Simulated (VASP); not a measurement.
# InP (F-43m) in VASP: notebook

The runs below take InP through single point, with PBE, PBE+U, LDA.

Program: VASP 6.6.1. These are calculated values, not measurements. Logs are shortened: lines on timing, memory, paths and dates and some standing lists are left out, and cuts for length are marked.

## (1) The cell of the first run

The structure is cubic, space group F-43m (No. 216). The conventional cell has a = 5.904 Å, b = 5.904 Å, c = 5.904 Å, α = 90.00°, β = 90.00°, γ = 90.00°. In (site symmetry -43m) has 4 P at 2.56 Å within 3.4 Å. P (site symmetry -43m) has 4 In at 2.56 Å within 3.4 Å.

## (2) Single point, PBE, collinear spin, ferromagnetic start

File INCAR:

```
SYSTEM = InP
PREC = Accurate
ENCUT = 500
EDIFF = 1E-6
ISMEAR = 0
SIGMA = 0.1
LREAL = .False.
LASPH = .True.
NELM = 200
ALGO = Normal
ISIF = 2
LWAVE = .False.
LCHARG = .True.
ISPIN = 2
MAGMOM = 1 0
LORBIT = 11
GGA = PE
LELF = .True.
LVHAR = .True.
NBANDS = 20
GGA_COMPAT = .False.
```

File KPOINTS:

```
regular mesh
0
Gamma
  2 2 2
  0 0 0
```

File POSCAR:

```
InP
1.0
    0.0000000000      2.9519763857      2.9519763857
    2.9519763857      0.0000000000      2.9519763857
    2.9519763857      2.9519763857      0.0000000000
In P
1 1
Direct
    0.0000000000      0.0000000000      0.0000000000
    0.2500000000      0.2500000000      0.2500000000
```

Potentials or basis: VASP PAW PBE potentials, release 64 (In_d, P).

The run is started by

```sh
cat potpaw_PBE.64/In_d/POTCAR potpaw_PBE.64/P/POTCAR > POTCAR
mpirun -np 1 vasp_std > vasp.out
```

OUTCAR:

```text
SYSTEM = InP
   PREC = Accurate
   ENCUT = 500
   EDIFF = 1E-6
   ISMEAR = 0
   LREAL = .False.
   LASPH = .True.
   NELM = 200
   ISIF = 2
   ISPIN = 2
   LORBIT = 11
   GGA = PE

 ion  position               nearest neighbor table
   1  0.000  0.000  0.000-   2 2.56   2 2.56   2 2.56   2 2.56
   2  0.250  0.250  0.250-   1 2.56   1 2.56   1 2.56   1 2.56

  LATTYP: Found a face centered cubic cell.
 ALAT       =     5.9039527714

  Lattice vectors:

 A1 = (   0.0000000000,   2.9519763857,   2.9519763857)
 A2 = (   2.9519763857,   0.0000000000,   2.9519763857)
 A3 = (   2.9519763857,   2.9519763857,   0.0000000000)

Analysis of symmetry for initial positions (statically):
=====================================================================
 Subroutine PRICEL returns:
 Original cell was already a primitive cell.

 Routine SETGRP: Setting up the symmetry group for a
 face centered cubic supercell.

 Subroutine GETGRP returns: Found 24 space group operations
 (whereof 24 operations were pure point group operations)
 out of a pool of 48 trial point group operations.

The static configuration has the point symmetry T_d .

Analysis of symmetry for dynamics (positions and initial velocities):
=====================================================================
 Subroutine PRICEL returns:
 Original cell was already a primitive cell.

 Routine SETGRP: Setting up the symmetry group for a
 face centered cubic supercell.

 Subroutine GETGRP returns: Found 24 space group operations
 (whereof 24 operations were pure point group operations)
 out of a pool of 48 trial point group operations.

The dynamic configuration has the point symmetry T_d .

Analysis of structural, dynamic, and magnetic symmetry:
=====================================================================
 Subroutine PRICEL returns:
 Original cell was already a primitive cell.

 Routine SETGRP: Setting up the symmetry group for a
 face centered cubic supercell.

 Subroutine GETGRP returns: Found 24 space group operations
 (whereof 24 operations were pure point group operations)
 out of a pool of 48 trial point group operations.

The overall configuration has the point symmetry T_d .

 Subroutine INISYM returns: Found 24 space group operations
 (whereof 24 operations are pure point group operations),
 and found     1 'primitive' translations

----------------------------------------------------------------------------------------

                                     Primitive cell

  volume of cell :      51.4480

  direct lattice vectors                    reciprocal lattice vectors
     0.000000000  2.951976386  2.951976386    -0.169378049  0.169378049  0.169378049
     2.951976386  0.000000000  2.951976386     0.169378049 -0.169378049  0.169378049
     2.951976386  2.951976386  0.000000000     0.169378049  0.169378049 -0.169378049

  length of vectors
     4.174725040  4.174725040  4.174725040     0.293371386  0.293371386  0.293371386

  position of ions in fractional coordinates (direct lattice)
     0.000000000  0.000000000  0.000000000
     0.250000000  0.250000000  0.250000000

  ion indices of the primitive-cell ions
   primitive index   ion index
                 1           1
                 2           2

----------------------------------------------------------------------------------------

 KPOINTS: regular mesh

Automatic generation of k-mesh.
 Grid dimensions read from file:
 generate k-points for:    2    2    2

 Generating k-lattice:

  Cartesian coordinates                     Fractional coordinates (reciprocal lattice)
    -0.084689024  0.084689024  0.084689024     0.500000000  0.000000000  0.000000000
     0.084689024 -0.084689024  0.084689024     0.000000000  0.500000000  0.000000000
     0.084689024  0.084689024 -0.084689024     0.000000000  0.000000000  0.500000000

  Length of vectors
     0.146685693  0.146685693  0.146685693

  Shift w.r.t. Gamma in fractional coordinates (k-lattice)
     0.000000000  0.000000000  0.000000000

 Subroutine IBZKPT returns following result:
 ===========================================

 Found      3 irreducible k-points:

 Following reciprocal coordinates:
            Coordinates               Weight
  0.000000  0.000000  0.000000      1.000000
  0.500000  0.000000  0.000000      4.000000
  0.500000  0.500000  0.000000      3.000000
   k-points           NKPTS =      3   k-points in BZ     NKDIM =      3   number of bands    NBANDS=     20
   number of dos      NEDOS =    301   number of ions     NIONS =      2
   total plane-waves  NPLWV =  27000
   dimension x,y,z NGX =    30 NGY =   30 NGZ =   30
   dimension x,y,z NGXF=    60 NGYF=   60 NGZF=   60
   ions per type =               1   1
   NGX,Y,Z   is equivalent  to a cutoff of  11.95, 11.95, 11.95 a.u.
   NGXF,Y,Z  is equivalent  to a cutoff of  23.89, 23.89, 23.89 a.u.
 SYSTEM =  InP
   PREC   = accura    normal or accurate (medium, high low for compatibility)
   ISTART =      0    job   : 0-new  1-cont  2-samecut
   ICHARG =      2    charge: 1-file 2-atom 10-const
   ISPIN  =      2    spin polarized calculation?
   LNONCOLLINEAR =      F non collinear calculations
   LSORBIT =      F    spin-orbit coupling
   LASPH  =      T    aspherical Exc in radial PAW
   ENCUT  =  500.0 eV  36.75 Ry    6.06 a.u.   7.61  7.61  7.61*2*pi/ulx,y,z
   NELM   =    200;   NELMIN=  2; NELMDL= -5     # of ELM steps
   EDIFF  = 0.1E-05   stopping-criterion for ELM
   LREAL  =      F    real-space projection
   EDIFFG = 0.1E-04   stopping-criterion for IOM
   NSW    =      0    number of steps for IOM
   IBRION =     -1    ionic relax: 0-MD 1-quasi-New 2-CG
   NFREE  =      0    steps in history (QN), initial steepest desc. (CG)
   ISIF   =      2    stress and relaxation
   ISYM   =      2    0-nonsym 1-usesym 2-fastsym
   POTIM  = 0.5000    time-step for ionic-motion
   TEBEG  =    0.0;   TEEND  =   0.0 temperature during run
   PSTRESS=    0.0 pullay stress
   NELECT =      18.0000    total number of electrons
   NUPDOWN=      -1.0000    fix difference up-down
   EMIN   =  10.00;   EMAX   =-10.00  energy-range for DOS
   EFERMI =   0.00;   METHOD = LEGACY
   ISMEAR =     0;   SIGMA  =   0.10  broadening in eV -4-tet -1-fermi 0-gaus
   EFERMI_NEDOS =   21; number of points for ismear=-14 and -15
   IALGO  =     38    algorithm
   IMIX   =      4    mixing-type and parameters
     AMIX     =   0.40;   BMIX     =  1.00
     AMIX_MAG =   1.60;   BMIX_MAG =  1.00
  volume/ion in A,a.u.               =      25.72       173.59
  Fermi-wavevector in a.u.,A,eV,Ry     =   1.153567  2.179925 18.105499  1.330717
  Thomas-Fermi vector in A             =   2.290210
   LORBIT       =     11    0 simple, 1 ext, 2 COOP (PROOUT), +10 PAW based schemes
   GGA     = PE    functional components
   LHFCALC =     F    Hartree Fock is set to
   AEXX    =    0.0000 exact exchange contribution
   IVDW    =     0    specifies the selected vdW correction
   LEPSILON=     F    determine dielectric tensor
   LRPA    =     F    only Hartree local field effects (RPA)
 spin polarized calculation
 Gauss-broadening in eV      SIGMA  =   0.10
  energy-cutoff  :      500.00
  volume of cell :       51.45
 maximum number of plane-waves:      1308
   NGX = 15   NGY = 15   NGZ = 15

 number of electron      17.9999997 magnetization      -0.0001963

 number of electron      17.9999997 magnetization       0.0000405

 Free energy of the ion-electron system (eV)
  ---------------------------------------------------
  ext. energy  EPLUGINS =         0.00000000
  ---------------------------------------------------
  free energy    TOTEN  =        -6.60574376 eV

  energy without entropy =       -6.60567517  energy(sigma->0) =       -6.60570947

 E-fermi :   5.5822     XC(G=0):  -9.0045

 val. band max:        5.3294527089   @ k =   0.0000   0.0000   0.0000
 cond. band min:       5.8137783850   @ k =   0.0000   0.0000   0.0000
 fundamental gap:      0.4843256761
 Fermi energy:         5.5821650197

 spin component 1

 k-point     1 :       0.0000    0.0000    0.0000
  band No.  band energies     occupation
      1      -9.2331      1.00000
      2      -9.2331      1.00000
      3      -9.2331      1.00000
      4      -9.1093      1.00000
      5      -9.1093      1.00000
      6      -6.0845      1.00000
[... 12 lines left out ...]
     19      16.2281      0.00000
     20      19.1025      0.00000

 k-point     2 :       0.5000    0.0000    0.0000
  band No.  band energies     occupation
      1      -9.3210      1.00000
      2      -9.1999      1.00000
      3      -9.1999      1.00000
      4      -9.0953      1.00000
      5      -9.0953      1.00000
      6      -4.3937      1.00000
[... 12 lines left out ...]
     19      17.7208      0.00000
     20      23.2387      0.00000

 k-point     3 :       0.5000    0.5000    0.0000
  band No.  band energies     occupation
      1      -9.3804      1.00000
      2      -9.1537      1.00000
      3      -9.1398      1.00000
      4      -9.1398      1.00000
      5      -9.0775      1.00000
      6      -3.7221      1.00000
[... 12 lines left out ...]
     19      21.2714      0.00000
     20      21.3298      0.00000
 Fermi energy:         5.5821650197

 spin component 2

 k-point     1 :       0.0000    0.0000    0.0000
  band No.  band energies     occupation
      1      -9.2330      1.00000
      2      -9.2330      1.00000
      3      -9.2330      1.00000
      4      -9.1093      1.00000
      5      -9.1093      1.00000
      6      -6.0845      1.00000
[... 12 lines left out ...]
     19      16.2281      0.00000
     20      19.1025      0.00000

 k-point     2 :       0.5000    0.0000    0.0000
  band No.  band energies     occupation
      1      -9.3209      1.00000
      2      -9.1999      1.00000
      3      -9.1999      1.00000
      4      -9.0953      1.00000
      5      -9.0953      1.00000
      6      -4.3937      1.00000
[... 12 lines left out ...]
     19      17.7209      0.00000
     20      23.2386      0.00000

 k-point     3 :       0.5000    0.5000    0.0000
  band No.  band energies     occupation
      1      -9.3803      1.00000
      2      -9.1537      1.00000
      3      -9.1397      1.00000
      4      -9.1397      1.00000
      5      -9.0774      1.00000
      6      -3.7221      1.00000
[... 12 lines left out ...]
     19      21.2715      0.00000
     20      21.3298      0.00000

------------------------ aborting loop because EDIFF is reached ----------------------------------------

  FORCE on cell =-STRESS in cart. coord.  units (eV):
  Direction    XX          YY          ZZ          XY          YZ          ZX
  --------------------------------------------------------------------------------------
  -------------------------------------------------------------------------------------
  Total        1.7799499      1.7799499      1.7799499      0.0000000     -0.0000000      0.0000000
  in kB       55.4306199     55.4306199     55.4306199      0.0000000     -0.0000000      0.0000000
  external PRESSURE =      55.4306199 kB  Pullay stress =       0.0000000 kB

 VOLUME and BASIS-vectors are now :
 -----------------------------------------------------------------------------
  energy-cutoff  :      500.00
  volume of cell :       51.45
      direct lattice vectors                 reciprocal lattice vectors
     0.000000000  2.951976386  2.951976386    -0.169378049  0.169378049  0.169378049
     2.951976386  0.000000000  2.951976386     0.169378049 -0.169378049  0.169378049
     2.951976386  2.951976386  0.000000000     0.169378049  0.169378049 -0.169378049

 POSITION                                       TOTAL-FORCE (eV/Angst)
 -----------------------------------------------------------------------------------
      0.00000      0.00000      0.00000         0.000000     -0.000000     -0.000000
      1.47599      1.47599      1.47599        -0.000000      0.000000      0.000000
 -----------------------------------------------------------------------------------
    total drift:                                0.000000      0.000000     -0.000000

  FREE ENERGIE OF THE ION-ELECTRON SYSTEM (eV)
  ---------------------------------------------------
  free  energy   TOTEN  =        -6.6057437633 eV

  energy  without entropy=       -6.6056751693  energy(sigma->0) =       -6.60570947

 total charge

# of ion       s       p       d       tot
------------------------------------------
    1        0.738   0.787   9.912  11.437
    2        0.938   1.640   0.000   2.578
--------------------------------------------------
tot          1.676   2.427   9.912  14.015

 magnetization (x)

# of ion       s       p       d       tot
------------------------------------------
    1       -0.000  -0.000  -0.000  -0.000
    2        0.000  -0.000   0.000  -0.000
--------------------------------------------------
tot         -0.000  -0.000  -0.000  -0.000
```

It took 13 s on 1 thread of Intel Xeon 6975P-C, shared host; peak memory 0.18 GiB.

What came out:

| Property | Result |
| --- | --- |
| Free energy | -6.6057 eV |
| Pressure | 5.5 GPa |
| Band gap on the k mesh | 0.48 eV, direct |
| Net moment | 0.00 μB per cell |
| Valence electrons inside the program's atomic spheres | In 11.44; P 2.58 |

Caveat: the k points lie up to 0.92 Å⁻¹ apart; spin-orbit coupling is left out, which moves the levels of the heavy elements. Expect the measured gap to be larger: semilocal functionals such as PBE lack the derivative discontinuity.

## (3) Single point, PBE+U

File INCAR:

```
  PREC = Accurate
  ENCUT = 500
  EDIFF = 1E-6
  ISMEAR = 0
  SIGMA = 0.01
  LREAL = F
  LASPH = T
  NELM = 200
  ALGO = Normal
  ISIF = 2
  LWAVE = F
  LCHARG = F
  LDAU = T
  LDAUTYPE = 1
  LDAUL = 2 -1
  LDAUU = 6.4 0
  LDAUJ = 0.62 0
  LDAUPRINT = 1
  GGA = PE
  NBANDS = 16
  GGA_COMPAT = F
```

File KPOINTS:

```
Automatic mesh
0
Gamma
  4 4 4
```

POSCAR is that of step 2.

Potentials or basis: VASP PAW PBE potentials, release 64 (In_d, P).

The run is started by

```sh
cat potpaw_PBE.64/In_d/POTCAR potpaw_PBE.64/P/POTCAR > POTCAR
mpirun -np 1 vasp_std > vasp.out
```

Wall time 6.8 s (1 thread of Intel Xeon 6975P-C, shared host); peak memory 0.16 GiB.

The run converged. Its results:

- Free energy: -8.2109 eV
- Pressure: -0.1 GPa
- Band gap on the k mesh: 0.81 eV, direct

Levels at points of the mesh, in eV from the valence-band top:
```csv
k point,band 6,band 7,band 8,band 9,band 10,band 11,band 12,band 13
"(0.00, 0.00, 0.00)",-11.15,0.00,0.00,0.00,0.81,4.29,4.29,4.29
"(0.50, 0.00, 0.00)",-9.62,-5.41,-0.83,-0.83,1.59,4.82,4.82,7.10
"(0.50, 0.50, 0.00)",-9.01,-5.47,-2.06,-2.06,1.80,2.29,9.25,9.59
```

Eigenvalues of the final occupation matrices:
| site | spin | trace | eigenvalues |
| --- | --- | --- | --- |
| site 1 d | 1 | 5.02 | 0.99 0.99 1.01 1.01 1.01 |
| site 1 d | 2 | 5.02 | 0.99 0.99 1.01 1.01 1.01 |

Caveat: the k points lie up to 0.46 Å⁻¹ apart; spin-orbit coupling is left out, which moves the levels of the heavy elements; the U is typed as a test and isn't derived for this compound.

(Continued in part 2 of 2.)
